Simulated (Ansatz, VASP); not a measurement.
ZnO: VASP beside Ansatz

File INCAR:

```
SYSTEM = ZnO
PREC = Accurate
ENCUT = 600
EDIFF = 1E-6
ISMEAR = 0
SIGMA = 0.02
LREAL = .False.
LASPH = .True.
NELM = 100
ALGO = Normal
ISIF = 3
LWAVE = .False.
LCHARG = .False.
GGA = PE
IBRION = 2
NSW = 100
EDIFFG = -0.002
```

Contents of KPOINTS:

```
Automatic mesh
0
Gamma
  9 9 6
  0 0 0
```

File POSCAR:

```
ZnO
1.0
    3.2494000000      0.0000000000      0.0000000000
   -1.6247000000      2.8140629500      0.0000000000
    0.0000000000      0.0000000000      5.2038000000
Zn O
2 2
Direct
    0.3333333300      0.6666666700      0.0000000000
    0.6666666700      0.3333333300      0.5000000000
    0.3333333300      0.6666666700      0.3830000000
    0.6666666700      0.3333333300      0.8830000000
```

Input for Ansatz:

```yaml
crystal:
  lattice:
    - [3.2494, 0.0, 0.0]
    - [-1.6247, 2.81406295, 0.0]
    - [0.0, 0.0, 5.2038]
  atoms:
    - { symbol: Zn, position: [0.33333333, 0.66666667, 0.0] }
    - { symbol: Zn, position: [0.66666667, 0.33333333, 0.5] }
    - { symbol: O, position: [0.33333333, 0.66666667, 0.383] }
    - { symbol: O, position: [0.66666667, 0.33333333, 0.883] }
basis:
  ecutwfc: 420
kpoints:
  mp_grid: { grid: [9, 9, 6] }
hamiltonian:
  xc: pbe
  pseudopotentials: { kind: paw, azcp: { folder: soft_1 } }
scf:
  occupations: { method: gaussian, width: 0.02 }
output:
  forces: true
  stress: true
  eigenvalues: true
relax:
  adjacent_minimum: "off"
  f_tol: 0.002
  max_steps: 80
  cell: { stress_tol: 0.02 }
```

Alike in both runs: task relaxation of cell and atoms; functional PBE; k mesh 9 × 9 × 6; occupations gaussian, width 0.02 eV; no spin polarisation.

```csv
,VASP,Ansatz
version,VASP 6.6.1,Ansatz 0.2.0
potentials or method,"VASP PAW PBE potentials, release 64 (Zn, O), cutoff 600 eV","scalar-relativistic, plane waves, PAW"
valence electrons in the cell,36,36
```

|  | VASP | Ansatz | Ansatz less VASP |
| --- | --- | --- | --- |
| gap on the k mesh at the Fermi level, each at its own relaxed structure (eV) | 0.72 | 0.74 | +0.021 |
| relaxed volume (Å³/atom) | 12.40 | 12.33 | -0.065 |
| relaxed cell length with the largest relative difference (Å) | 5.304 | 5.294 | -0.0096 |
